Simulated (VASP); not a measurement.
# AlN: electric field gradients with LDA

Crystal: AlN.

```
Al N
1.0
     0.00000    1.97138    1.97138
     1.97138    0.00000    1.97138
     1.97138    1.97138    0.00000
Al N
1 1
Direct
  0.00000 0.00000 0.00000
  0.50000 0.50000 0.50000
```

This cell differs from its parent crystal: volume scaled by 0.99.

```yaml
Program: VASP 6.6.1
Task: electric field gradients
Functional: LDA
Potentials_or_basis: VASP PAW LDA potentials, release 64 (Al, N)
Cutoff: 520 eV
k_mesh: 12 × 12 × 12
Occupations: fermi-dirac, width 0.01 eV
Spin: no spin polarisation
Dipole_correction: no
Further_INCAR_settings: ALGO = Normal; EDIFF = 1e-08; NBANDS = 11
```

```json
{
  "Pressure": "16.6 GPa",
  "Band gap on the k mesh": "5.05 eV, indirect (least direct gap 6.91 eV)"
}
```

Levels at points of the mesh, in eV from the valence-band top:
| k point | band 1 | band 2 | band 3 | band 4 | band 5 | band 6 | band 7 | band 8 |
| --- | --- | --- | --- | --- | --- | --- | --- | --- |
| (0.00, 0.00, 0.00) | -18.12 | 0.00 | 0.00 | 0.00 | 6.91 | 12.25 | 12.25 | 12.25 |
| (0.50, 0.00, 0.00) | -14.47 | -8.85 | -1.23 | -1.23 | 6.62 | 11.42 | 11.42 | 14.26 |
| (0.50, 0.50, 0.00) | -13.34 | -7.94 | -3.01 | -3.01 | 5.05 | 5.21 | 14.83 | 18.20 |

Run time: 5.9 s on 1 thread of Intel(R) Xeon(R) Platinum 8488C (Sapphire Rapids), on a shared host, peak memory 0.13 GiB.

Caveat: without QUAD_EFG the Cq values of the log hold for a quadrupole moment of 1 mb, not for the nuclei. A k mesh can miss the band edges.
